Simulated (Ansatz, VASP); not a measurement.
## One calculation of NaI, two programs

File INCAR:

```
PREC     = Accurate       # precision mode
ENCUT    = 520            # plane-wave cutoff, eV
EDIFF    = 1E-7           # SCF threshold, eV
ISMEAR   = 0              # smearing method
SIGMA    = 0.05           # smearing width, eV
LREAL    = F              # projectors in reciprocal space
LASPH    = T              # aspherical terms in the spheres
NELM     = 80             # most SCF steps
ALGO     = Normal         # electronic algorithm
ISIF     = 2              # what is computed and relaxed
LWAVE    = F              # write WAVECAR
LCHARG   = F              # write CHGCAR
GGA      = PE             # functional
NBANDS   = 14             # bands
```

KPOINTS

```
Automatic mesh
0
Gamma
  6 6 6
```

Contents of POSCAR:

```
NaI
1.0
    0.0000000000      3.2364000000      3.2364000000
    3.2364000000      0.0000000000      3.2364000000
    3.2364000000      3.2364000000      0.0000000000
Na I
1 1
Direct
    0.0000000000      0.0000000000      0.0000000000
    0.5193115808      0.5193115808      0.4806884192
```

Input for Ansatz:

```yaml
crystal:
  lattice:
    - [0.0, 3.2364, 3.2364]
    - [3.2364, 0.0, 3.2364]
    - [3.2364, 3.2364, 0.0]
  atoms:
    - { symbol: Na, position: [0.0, 0.0, 0.0] }
    - { symbol: I, position: [0.5193115808, 0.5193115808, 0.4806884192] }
basis:
  ecutwfc: 420
kpoints:
  mp_grid: { grid: [6, 6, 6] }
hamiltonian:
  xc: pbe
scf:
  occupations: { method: gaussian, width: 0.05 }
output:
  forces: true
  stress: true
  eigenvalues: true
```

Change from the starting cell: all I atoms moved +0.125 Å, as atom 2 along Cartesian [0 0 1].

Alike in both runs: task single point; functional PBE; k mesh 6 × 6 × 6; occupations gaussian, width 0.05 eV; no spin polarisation.

|  | VASP | Ansatz |
| --- | --- | --- |
| version | VASP 6.6.1 | Ansatz 0.2.0 |
| potentials or method | VASP PAW PBE potentials, release 64 (Na_pv, I), cutoff 520 eV | scalar-relativistic, plane waves, PAW |
| valence electrons in the cell | 14 | 26 |

Ansatz gave:

| Item | Value |
| --- | --- |
| gap on the k mesh at the Fermi level (eV) | 3.65 |
| least direct gap on the mesh (eV) | 3.65 |
| pressure (GPa) | 0.5 |
| traceless stress, the component that is largest in VASP (GPa) | 0.20 |
| rms of the force components (eV/Å) | 0.068 |

Q: Which values does VASP return?

A: gap on the k mesh at the Fermi level (eV): 3.64; least direct gap on the mesh (eV): 3.64; pressure (GPa): 0.5; traceless stress, the component that is largest in VASP (GPa): 0.20; rms of the force components (eV/Å): 0.069.

Atom by atom the forces differ by 0.001 eV/Å (rms over components). The functional is the same, so the differences come from potentials, cutoffs and numerics. VASP's potentials hold 14 valence electrons a cell and Ansatz's 26, so a difference there can come from the potentials and not from the codes.

Neither program's run includes spin-orbit coupling.
